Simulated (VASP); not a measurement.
Ru: single point with r2SCAN

Crystal: Ru.

```xyz
1
Lattice="2.4578 0.0000 0.0000 0.0000 2.4578 0.0000 0.0000 0.0000 2.4578" Properties=species:S:1:pos:R:3 pbc="T T T"
Ru    0.0000    0.0000    0.0000
```

This isn't the form of Ru at room conditions, which is hcp.

- Program: VASP 6.6.1
- Task: single point
- Functional: r2SCAN
- Potentials or basis: VASP PAW PBE potentials, release 64 (Ru_sv)
- Cutoff: 620 eV
- k mesh: 14 × 14 × 14
- Occupations: fermi-dirac, width 0.1 eV
- Spin: no spin polarisation

The pressure is 11.2 GPa. The band gap on the k mesh is zero (bands 8 and 9 overlap by 5.07 eV).

Levels at points of the mesh, in eV from the Fermi level:
| k point | band 5 | band 6 | band 7 | band 8 | band 9 | band 10 | band 11 | band 12 |
| --- | --- | --- | --- | --- | --- | --- | --- | --- |
| (0.00, 0.00, 0.00) | -7.69 | -6.09 | -6.09 | 1.87 | 1.87 | 1.87 | 17.97 | 17.97 |
| (0.50, 0.00, 0.00) | -5.23 | -4.89 | -1.13 | -1.13 | -0.19 | 2.16 | 8.31 | 17.10 |
| (0.50, 0.50, 0.00) | -6.88 | -4.04 | -0.54 | -0.54 | 3.99 | 6.24 | 6.24 | 15.14 |
| (0.50, 0.50, 0.50) | -5.38 | -5.38 | -5.38 | 4.19 | 4.19 | 9.70 | 14.05 | 14.05 |

Run time: 45 s on 1 thread of Intel(R) Xeon(R) Platinum 8375C CPU @ 2.90GHz (Ice Lake), on a shared host, peak memory 0.14 GiB.

Caveat: the cell stands under pressure; the PAW data sets were made with another functional, which shifts forces and pressure a little.
